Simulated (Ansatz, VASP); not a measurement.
One calculation of InO2, two programs

File INCAR:

```
SYSTEM = InO2
PREC     = Accurate       ! precision mode
ENCUT    = 600            ! plane-wave cutoff, eV
EDIFF    = 1E-6           ! SCF threshold, eV
ISMEAR   = 0              ! smearing method
SIGMA    = 0.1            ! smearing width, eV
LREAL    = .False.        ! projectors in reciprocal space
LASPH    = .True.         ! aspherical terms in the spheres
NELM     = 80             ! most SCF steps
ALGO     = Normal         ! electronic algorithm
ISIF     = 3              ! what is computed and relaxed
LWAVE    = .False.        ! write WAVECAR
LCHARG   = .False.        ! write CHGCAR
GGA      = PE             ! functional
IBRION   = 2              ! ionic algorithm
NSW      = 90             ! ionic steps
EDIFFG   = -0.04          ! ionic threshold
```

Contents of KPOINTS:

```
regular mesh
0
Gamma
  6 6 4
  0 0 0
```

The input POSCAR:

```
InO2
1.0
    3.2940996518      0.0000000000      0.0000000000
   -1.6470498259      2.8527739810      0.0000000000
    0.0000000000      0.0000000000      4.3487803611
In O
1 2
Direct
    0.0000000000      0.0000000000      0.0000000000
    0.3333333333      0.6666666667      0.7348953650
    0.3333333333      0.6666666667      0.2651046350
```

Input for Ansatz:

```yaml
crystal:
  lattice:
    - [3.2940996518, 0.0, 0.0]
    - [-1.6470498259, 2.852773981, 0.0]
    - [0.0, 0.0, 4.3487803611]
  atoms:
    - { symbol: In, position: [0.0, 0.0, 0.0] }
    - { symbol: O, position: [0.3333333333, 0.6666666667, 0.734895365] }
    - { symbol: O, position: [0.3333333333, 0.6666666667, 0.265104635] }
basis:
  ecutwfc: 420
kpoints:
  mp_grid: { grid: [6, 6, 4] }
hamiltonian:
  xc: pbe
scf:
  occupations: { method: gaussian, width: 0.1 }
  lower_state_search: "off"
output:
  forces: true
  stress: true
  eigenvalues: true
relax:
  adjacent_minimum: "off"
  f_tol: 0.04
  max_steps: 70
  cell: { stress_tol: 0.4 }
```

Change from the starting cell: species swapped into the Te2Mo type (P-6m2, No. 187).

Alike in both runs: task relaxation of cell and atoms; functional PBE; k mesh 6 × 6 × 4; occupations gaussian, width 0.1 eV; no spin polarisation.

```csv
,VASP,Ansatz
version,VASP 6.6.1,Ansatz 0.2.0
potentials or method,"VASP PAW PBE potentials, release 64 (In_d, O), cutoff 600 eV","scalar-relativistic, plane waves, PAW"
valence electrons in the cell,25,25
```

```csv
,VASP,Ansatz,Ansatz less VASP
"gap on the k mesh at the Fermi level, each at its own relaxed structure (eV)",none,none,-
relaxed volume (Å³/atom),13.90,13.88,-0.025
relaxed cell length with the largest relative difference (Å),3.307,3.304,-0.0031
```

A gap of «none» marks a metal or a gap that the smearing closes.

The k mesh is coarse, so the values compare programs but aren't converged.
